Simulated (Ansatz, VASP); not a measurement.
**One calculation of Pd, two programs**

INCAR

```
SYSTEM = Pd
PREC = Accurate
ENCUT = 520
EDIFF = 1E-6
ISMEAR = -1
SIGMA = 0.1
LREAL = .FALSE.
LASPH = .TRUE.
NELM = 80
ALGO = Normal
ISIF = 2
LWAVE = .FALSE.
LCHARG = .FALSE.
NBANDS = 17
```

Contents of KPOINTS:

```
Automatic mesh
0
G
  15 15 8
  0 0 0
```

File POSCAR:

```
Pd
1.0
    2.6628756953      0.0000000000      0.0000000000
   -1.3314378476      2.3061179992      0.0000000000
    0.0000000000      0.0000000000      4.4504723008
Pd
2
Direct
    0.3333333333      0.6666666667      0.2500000000
    0.6666666667      0.3333333333      0.7500000000
```

Input for Ansatz:

```yaml
crystal:
  lattice:
    - [2.6628756953, 0.0, 0.0]
    - [-1.3314378476, 2.3061179992, 0.0]
    - [0.0, 0.0, 4.4504723008]
  atoms:
    - { symbol: Pd, position: [0.3333333333, 0.6666666667, 0.25] }
    - { symbol: Pd, position: [0.6666666667, 0.3333333333, 0.75] }
hamiltonian:
  xc: lda
  pseudopotentials:
    kind: paw
    azcp:
      Pd: "pseudopotentials/Pd.paw.azcp"
basis:
  ecutwfc: 420
  fft_grid_basis: typed
kpoints:
  mp_grid: { grid: [15, 15, 8], shift: [0, 0, 0] }
magnetization:
  spin_polarized: false
scf:
  occupations: { method: fermi_dirac, width: 0.1 }
  lower_state_search: "off"
output:
  stress: true
  write_density: true
  write_potential: true
  elf: true
  volumetric_format: npy
```

Alike in both runs: task single point; functional LDA; k mesh 15 × 15 × 8; occupations fermi-dirac, width 0.1 eV; no spin polarisation.

|  | VASP | Ansatz |
| --- | --- | --- |
| version | VASP 6.6.1 | Ansatz 0.2.0 |
| potentials or method | VASP PAW LDA potentials, release 64 (Pd), cutoff 520 eV | plane waves (420 eV) with PAW, scalar-relativistic |
| valence electrons in the cell | 20 | 36 |

Ansatz gave:

- pressure (GPa): 10.2
- traceless stress, the component that is largest in VASP (GPa): -0.38

**Question.** Estimate VASP's values.

**Answer.** Pressure (GPa): 10.5; traceless stress, the component that is largest in VASP (GPa): -0.46.

Ansatz warns that its potentials were made for another functional, while VASP's fit it. LDA's correlation is that of Perdew and Zunger in VASP and of Perdew and Wang (1992) in Ansatz. VASP's potentials hold 20 valence electrons a cell and Ansatz's 36, so a difference there can come from the potentials and not from the codes.
